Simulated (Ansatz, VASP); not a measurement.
# Two plane-wave programs on SiC3

```
C Si
1.0
    -3.72456   -3.49669   -0.10481
     0.04755    3.55352    3.69836
    -5.14866    4.81298   -5.01176
C Si
18 6
Cartesian
  -6.7047 6.3743 -1.2209
  -8.5666 4.6434 -1.2178
  -6.8338 1.0500 -3.1244
  -5.0178 2.7936 -3.0151
  -1.8476 1.1434 -0.1647
  -6.6891 4.6204 -3.0589
  -8.5585 2.9245 -3.0879
  -6.7449 2.8471 -1.2820
  -4.9643 4.5229 -1.2951
  -5.8458 3.6925 -3.9866
  -7.7084 2.0004 -4.0212
  -5.9575 1.9509 -2.1916
  -4.1050 3.6714 -2.1913
  -2.3652 0.7229 1.0821
  -5.7872 5.5205 -2.1413
  -7.6518 3.7469 -2.1410
  -5.9017 3.7351 -0.4106
  -4.2734 0.7532 2.9204
  -4.7998 0.7037 -1.0699
  -4.6926 2.7096 0.6915
  -2.9045 2.3133 -1.2395
  -4.1285 -0.1211 1.1420
  -3.7837 5.1205 -0.0127
  -2.9553 2.1043 2.3606
```

Alike in both runs: functional PBEsol; k mesh 5 × 5 × 3; occupations gaussian, width 0.1 eV; no spin polarisation.

Ansatz relaxed the structure, and its values are those at the end. VASP's run is a single point on that final structure, the one shown.

```csv
,VASP,Ansatz
version,VASP 6.6.1,Ansatz 0.2.0
potentials or method,"VASP PAW PBE potentials, release 64 (C, Si), cutoff 520 eV","scalar-relativistic, plane waves, PAW"
valence electrons in the cell,96,96
```

|  | VASP | Ansatz | Ansatz less VASP |
| --- | --- | --- | --- |
| gap on the k mesh at the Fermi level (eV) | none | none | - |
| pressure (GPa) | 0.6 | 0.0 | -0.60 |
| rms of the force components (eV/Å) | 0.014 | 0.007 | -0.0078 |

VASP's potentials were made for PBE, not for PBEsol. A gap of «none» marks a metal or a gap that the smearing closes.
